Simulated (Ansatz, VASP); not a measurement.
Two plane-wave programs on ZnSe

File INCAR:

```
SYSTEM = ZnSe
  ALGO = Normal
  EDIFF = 1E-6
  ENCUT = 520
  GGA = PS
  ISIF = 2
  ISMEAR = 0
  LASPH = .TRUE.
  LCHARG = .TRUE.
  LELF = .TRUE.
  LREAL = .FALSE.
  LVHAR = .TRUE.
  LWAVE = .FALSE.
  NBANDS = 26
  NELM = 100
  PREC = Accurate
  SIGMA = 0.05
```

Contents of KPOINTS:

```
k-points
0
G
  8 8 6
  0 0 0
```

The input POSCAR:

```
ZnSe
1.0
    4.0878057515      0.0000000000      0.0000000000
    0.0000000000      4.0878057515      0.0000000000
    0.0000000000      0.0000000000      5.6133527882
Zn Se
2 2
Direct
    0.0000000000      0.0000000000      0.0000000000
    0.5000000000      0.5000000000      0.0000000000
    0.0000000000      0.5000000000      0.2862553369
    0.5000000000      0.0000000000      0.7137446631
```

Input for Ansatz:

```yaml
crystal:
  lattice:
    - [4.0878057515, 0.0, 0.0]
    - [0.0, 4.0878057515, 0.0]
    - [0.0, 0.0, 5.6133527882]
  atoms:
    - { symbol: Zn, position: [0.0, 0.0, 0.0] }
    - { symbol: Zn, position: [0.5, 0.5, 0.0] }
    - { symbol: Se, position: [0.0, 0.5, 0.2862553369] }
    - { symbol: Se, position: [0.5, 0.0, 0.7137446631] }
basis:
  ecutwfc: 520.0
kpoints:
  mp_grid: { grid: [8, 8, 6] }
hamiltonian:
  xc: pbesol
  pseudopotentials: { kind: paw, azcp: { folder: soft_1 } }
scf:
  occupations: { method: gaussian, width: 0.05 }
output:
  forces: true
  stress: true
  eigenvalues: true
```

Alike in both runs: task single point; functional PBEsol; k mesh 8 × 8 × 6; occupations gaussian, width 0.05 eV; no spin polarisation.

|  | VASP | Ansatz |
| --- | --- | --- |
| version | VASP 6.6.1 | Ansatz 0.2.0 |
| potentials or method | VASP PAW PBE potentials, release 64 (Zn, Se), cutoff 520 eV | scalar-relativistic, plane waves, PAW |
| valence electrons in the cell | 36 | 56 |

|  | VASP | Ansatz | Ansatz less VASP |
| --- | --- | --- | --- |
| gap on the k mesh at the Fermi level (eV) | 1.28 | 1.27 | -0.003 |
| least direct gap on the mesh (eV) | 1.28 | 1.27 | -0.003 |
| pressure (GPa) | -5.3 | -5.5 | -0.18 |
| traceless stress, the component that is largest in VASP (GPa) | -1.48 | -1.51 | -0.031 |
| rms of the force components (eV/Å) | 0.505 | 0.520 | +0.0150 |

VASP's potentials were made for PBE, not for PBEsol, and Ansatz warns of the same on its side. Atom by atom the forces differ by 0.015 eV/Å (rms over components). VASP's potentials hold 36 valence electrons a cell and Ansatz's 56, so a difference there can come from the potentials and not from the codes.
